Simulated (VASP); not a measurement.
Here is a VASP 6.6.1 calculation.

Contents of INCAR:

```
PREC     = Accurate       # precision mode
ENCUT    = 600            # plane-wave cutoff, eV
EDIFF    = 1E-7           # SCF threshold, eV
ISMEAR   = 0              # smearing method
SIGMA    = 0.1            # smearing width, eV
LREAL    = F              # projectors in reciprocal space
LASPH    = T              # aspherical terms in the spheres
NELM     = 80             # most SCF steps
ALGO     = Normal         # electronic algorithm
ISIF     = 3              # what is computed and relaxed
LWAVE    = F              # write WAVECAR
LCHARG   = F              # write CHGCAR
GGA      = PE             # functional
IBRION   = 2              # ionic algorithm
NSW      = 90             # ionic steps
EDIFFG   = -0.04          # ionic threshold
```

Contents of KPOINTS:

```
regular mesh
0
Gamma
  6 6 8
```

POSCAR

```
Be2SO3
1.0
    4.7917806182      0.0000000000      0.0000000000
   -2.3958903091      4.1498037447      0.0000000000
    0.0000000000      0.0000000000      2.4800027173
Be S O
2 1 3
Direct
    0.3333333333      0.6666666667      0.5000000000
    0.6666666667      0.3333333333      0.5000000000
    0.0000000000      0.0000000000      0.0000000000
    0.5000000000      0.0000000000      0.0000000000
    0.0000000000      0.5000000000      0.0000000000
    0.5000000000      0.5000000000      0.0000000000
```

Potentials or basis: VASP PAW PBE potentials, release 64 (Be, S, O).

Run with:

```sh
$ cat potpaw_PBE.64/Be/POTCAR potpaw_PBE.64/S/POTCAR potpaw_PBE.64/O/POTCAR > POTCAR
$ mpirun -np 1 vasp_std > vasp.out
```

(1) What does it give for the space group after relaxing (to 0.1 Å)?

(2) Estimate the relaxed volume.

(3) Estimate the band gap on the k mesh.

(4) Estimate the relaxed cell.

Results:

(1) P6/mmm (No. 191).

(2) 8.15 Å³/atom.

(3) zero (bands 14 and 15 overlap by 2.53 eV).

(4) a = 4.819 Å, b = 4.819 Å, c = 2.432 Å, α = 90.00°, β = 90.00°, γ = 120.00°.
